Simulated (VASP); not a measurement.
Wanted: the native input for a VASP 6.6.1 run.

| Quantity | Value |
| --- | --- |
| Task | single point |
| Functional | PBE |
| Potentials or basis | VASP PAW PBE potentials, release 64 (V_sv) |
| Cutoff | 520 eV |
| k mesh | 17 × 17 × 15 |
| Occupations | fermi-dirac, width 0.05 eV |
| Spin | no spin polarisation |
| Dipole correction | no |
| k mesh for the DOS | 26 × 26 × 23 |
| Occupations for the DOS | tetrahedron |
| Further INCAR settings | ALGO = Normal; EDIFF = 1e-06 |

Crystal: V.

```
V
1.0
     2.59974    0.00000    0.00000
    -1.29987    2.25144    0.00000
     0.00000    0.00000    2.42596
V
1
Direct
  0.00000 0.00000 0.00000
```

This isn't the form of V at room conditions, which is bcc.

One way to write it, as run:

POSCAR

```
V
1.0
    2.5997421748      0.0000000000      0.0000000000
   -1.2998710874      2.2514427666      0.0000000000
    0.0000000000      0.0000000000      2.4259631408
V
1
Direct
    0.0000000000      0.0000000000      0.0000000000
```

INCAR.step1

```
SYSTEM = V
PREC = Accurate ; ENCUT = 520
EDIFF = 1E-6 ; ISMEAR = -1
SIGMA = 0.05 ; LREAL = .False.
LASPH = .True. ; NELM = 100
ALGO = Normal ; ISIF = 2
LWAVE = .False. ; LCHARG = .True.
LMAXMIX = 4 ; GGA = PE
NBANDS = 12
```

KPOINTS.step1

```
Automatic mesh
0
Gamma
  17 17 15
  0 0 0
```

INCAR.step2

```
SYSTEM = V
PREC = Accurate ; ENCUT = 520
EDIFF = 1E-6 ; ISMEAR = -5
SIGMA = 0.05 ; LREAL = .False.
LASPH = .True. ; NELM = 100
ALGO = Normal ; ISIF = 2
LWAVE = .False. ; LCHARG = .False.
LMAXMIX = 4 ; GGA = PE
LORBIT = 10 ; NEDOS = 2001
ICHARG = 11
```

KPOINTS.step2

```
Automatic mesh
0
Gamma
  26 26 23
  0 0 0
```

Potentials or basis: VASP PAW PBE potentials, release 64 (V_sv).

Launch:

```sh
$ cat potpaw_PBE.64/V_sv/POTCAR > POTCAR
$ cp INCAR.step1 INCAR
$ cp KPOINTS.step1 KPOINTS
$ mpirun -np 1 vasp_std > vasp.out
$ cp INCAR.step2 INCAR
$ cp KPOINTS.step2 KPOINTS
$ mpirun -np 1 vasp_std > vasp.out
```

Results of the run:

* Valence electrons inside the program's atomic spheres: V 11.67

Wall time 83 s on 1 thread of AMD EPYC 7R13 Processor (Zen 3), with other jobs on the host, peak memory 0.21 GiB.
